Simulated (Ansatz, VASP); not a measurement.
# Bi2Te3 in VASP and in Ansatz

The input INCAR:

```
PREC = Accurate
ENCUT = 520
EDIFF = 1E-7
ISMEAR = -1
SIGMA = 0.05
LREAL = F
LASPH = T
NELM = 80
ALGO = Normal
ISIF = 2
LWAVE = F
LCHARG = T
GGA = PS
LELF = T
LVHAR = T
NBANDS = 32
```

File KPOINTS:

```
regular mesh
0
Gamma
  6 6 6
```

Contents of POSCAR:

```
Bi2Te3
1.0
    2.1930000000      1.2661291403     10.2673233334
   -2.1930000000      1.2661291403     10.2673233334
    0.0000000000     -2.5322582807     10.2673233334
Bi Te
2 3
Direct
    0.6000000000      0.6000000000      0.6000000000
    0.4000000000      0.4000000000      0.4000000000
    0.7905000000      0.7905000000      0.7905000000
    0.2095000000      0.2095000000      0.2095000000
    0.0000000000      0.0000000000      0.0000000000
```

input.yaml

```yaml
crystal:
  lattice:
    - [2.193, 1.2661291403, 10.2673233334]
    - [-2.193, 1.2661291403, 10.2673233334]
    - [0.0, -2.5322582807, 10.2673233334]
  atoms:
    - { symbol: Bi, position: [0.6, 0.6, 0.6] }
    - { symbol: Bi, position: [0.4, 0.4, 0.4] }
    - { symbol: Te, position: [0.7905, 0.7905, 0.7905] }
    - { symbol: Te, position: [0.2095, 0.2095, 0.2095] }
    - { symbol: Te, position: [0.0, 0.0, 0.0] }
hamiltonian:
  xc: pbesol
  pseudopotentials: { kind: paw }
kpoints:
  mp_grid: { grid: [6, 6, 6] }
  band_path:
    path:
      - [[0.0, 0.0, 0.0], [0.5, 0.0, 0.0], [0.5, 0.1768046196, -0.1768046196]]
      - [[0.8231953804, 0.5, 0.1768046196], [0.5, 0.5, 0.5], [0.0, 0.0, 0.0], [0.3384023098, 0.0, -0.3384023098]]
      - [[0.6615976902, 0.3384023098, 0.0], [0.5, 0.5, 0.0], [0.6615976902, 0.6615976902, 0.1768046196], [0.5, 0.5, 0.5]]
      - [[0.5, 0.0, 0.0], [0.8231953804, 0.3384023098, 0.3384023098]]
    npoints: 14
scf:
  occupations: { method: fermi_dirac, width: 0.05 }
  n_extra_bands: 12
output:
  forces: true
  stress: true
  eigenvalues: true
  fatbands: true
```

Alike in both runs: functional PBEsol; k mesh 6 × 6 × 6; occupations fermi-dirac, width 0.05 eV; no spin polarisation.

```csv
,VASP,Ansatz
version,VASP 6.6.1,Ansatz 0.2.0
potentials or method,"VASP PAW PBE potentials, release 64 (Bi_d, Te)",Ansatz PAW
plane-wave cutoff (eV),520,420
valence electrons in the cell,48,78
task,single point,band structure
```

|  | VASP | Ansatz | Ansatz less VASP |
| --- | --- | --- | --- |
| gap on the k mesh at the Fermi level (eV) | 0.26 | 0.27 | +0.010 |
| least direct gap on the mesh (eV) | 0.26 | 0.27 | +0.010 |
| pressure (GPa) | -1.1 | -1.1 | -0.01 |
| traceless stress, the component that is largest in VASP (GPa) | -0.43 | -0.43 | -0.004 |
| rms of the force components (eV/Å) | 0.068 | 0.075 | +0.0072 |

VASP's potentials were made for PBE, not for PBEsol. Atom by atom the forces differ by 0.008 eV/Å (rms over components). VASP's potentials hold 48 valence electrons a cell and Ansatz's 78, so a difference there can come from the potentials and not from the codes.

Spin-orbit coupling is off throughout.
